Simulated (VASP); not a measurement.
## Hf: single point with r2SCAN

Crystal: Hf.

```
Hf
1.0
    -1.79289    1.79289    1.79289
     1.79289   -1.79289    1.79289
     1.79289    1.79289   -1.79289
Hf
1
Direct
  0.00000 0.00000 0.00000
```

| Property | Result |
| --- | --- |
| Program | VASP 6.6.1 |
| Task | single point |
| Functional | r2SCAN |
| Potentials or basis | VASP PAW PBE potentials, release 64 (Hf_pv) |
| Cutoff | 520 eV |
| k mesh | 10 × 10 × 10 |
| Occupations | fermi-dirac, width 0.05 eV |
| Spin | no spin polarisation |
| Dipole correction | no |
| Further INCAR settings | ALGO = Normal; EDIFF = 1e-07; NBANDS = 11 |

```
Pressure               : -4.1 GPa
Band gap on the k mesh : zero (band 5 reaches 6.00 eV, above the bottom of band 6 at 3.51 eV)
```

Levels at points of the mesh, in eV from the Fermi level:
| k point | band 2 | band 3 | band 4 | band 5 | band 6 | band 7 | band 8 | band 9 |
| --- | --- | --- | --- | --- | --- | --- | --- | --- |
| (0.00, 0.00, 0.00) | -31.10 | -31.10 | -7.28 | 1.75 | 1.75 | 1.75 | 4.48 | 4.48 |
| (0.50, 0.00, 0.00) | -31.35 | -31.11 | -3.37 | -0.33 | 0.75 | 4.34 | 5.30 | 7.67 |
| (0.50, 0.50, 0.50) | -31.63 | -31.63 | -2.57 | -2.57 | 6.87 | 6.87 | 6.87 | 7.25 |

Run time: 49 s on 1 thread of AMD EPYC 7R13 Processor (Zen 3) (shared host), peak memory 0.12 GiB.

Caveat: the PAW data sets were made with another functional, which shifts forces and pressure a little; spin-orbit coupling is left out, which moves the levels of the heavy elements.
